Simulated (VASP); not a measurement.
Here is a VASP 6.6.1 calculation.

File INCAR:

```
SYSTEM = MnO2
PREC = Accurate
ENCUT = 520
EDIFF = 1E-7
ISMEAR = 0
SIGMA = 0.05
LREAL = .FALSE.
LASPH = .TRUE.
NELM = 150
ALGO = Normal
ISIF = 2
LWAVE = .FALSE.
LCHARG = .FALSE.
ISPIN = 2
MAGMOM = 0 0 0 0 0 0
LORBIT = 11
NUPDOWN = 0.0
LMAXMIX = 4
LDAU = .TRUE.
LDAUTYPE = 2
LDAUL = 2 -1
LDAUU = 5.9 0
LDAUJ = 0 0
LDAUPRINT = 1
GGA = PE
NBANDS = 38
```

The input KPOINTS:

```
Automatic mesh
0
G
  5 5 8
  0 0 0
```

POSCAR

```
MnO2
1.0
    4.4000000000      0.0000000000      0.0000000000
    0.0000000000      4.4000000000      0.0000000000
    0.0000000000      0.0000000000      2.8700000000
Mn O
2 4
Direct
    0.0000000000      0.0000000000      0.0000000000
    0.5000000000      0.5000000000      0.5000000000
    0.3030000000      0.3030000000      0.0000000000
    0.1970000000      0.8030000000      0.5000000000
    0.6970000000      0.6970000000      0.0000000000
    0.8030000000      0.1970000000      0.5000000000
```

Potentials or basis: VASP PAW PBE potentials, release 64 (Mn_pv, O).

Run with:

```console
$ cat potpaw_PBE.64/Mn_pv/POTCAR potpaw_PBE.64/O/POTCAR > POTCAR
$ mpirun -np 1 vasp_std > vasp.out
```

(1) Estimate the largest force.

(2) What does it give for the pressure?

Answers

(1) 0.341 eV/Å.

(2) 5.3 GPa.

Caveat: the cell stands under pressure; the total moment is fixed, so each spin has its own Fermi level.
